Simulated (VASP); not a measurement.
BN, 96 atoms in the cell. It takes space group P6_3mc (No. 186, hexagonal). Conventional cell: a = 2.541 Å, b = 2.541 Å, c = 4.203 Å, α = 90.00°, β = 90.00°, γ = 120.00°. Within 2.1 Å of B (site symmetry 3m) lie 4 N at 1.56 to 1.57 Å. Within 2.1 Å of N (site symmetry 3m) lie 4 B at 1.56 to 1.57 Å. 

```yaml
Program: VASP 6.6.1
Task: relaxation of cell and atoms
Functional: PBEsol
Potentials_or_basis: VASP PAW PBE potentials, release 64 (B, N)
Cutoff: 600 eV
k_mesh: 1 × 1 × 1, shifted
Occupations: fermi-dirac, width 0.05 eV
Spin: no spin polarisation
Dipole_correction: no
Further_INCAR_settings: LREAL = Auto; ALGO = Normal; EDIFF = 1e-06; ISYM = 0; IBRION = 2; EDIFFG = -0.03; NSW = 100; ISIF = 3
```

Potentials or basis: VASP PAW PBE potentials, release 64 (B, N).

Command:

```bash
$ cat potpaw_PBE.64/B/POTCAR potpaw_PBE.64/N/POTCAR > POTCAR
$ mpirun -np 1 vasp_std > vasp.out
```

Hardware: 1 thread of Oxide Virtual Turin-like Processor (shared host).

**Question.** How long does it take, and how much memory?

**Answer.** It took 37 min on 1 thread of Oxide Virtual Turin-like Processor, on a shared host, peak memory 0.86 GiB. Counts: scf iterations 14, k points 4, ion steps 1.
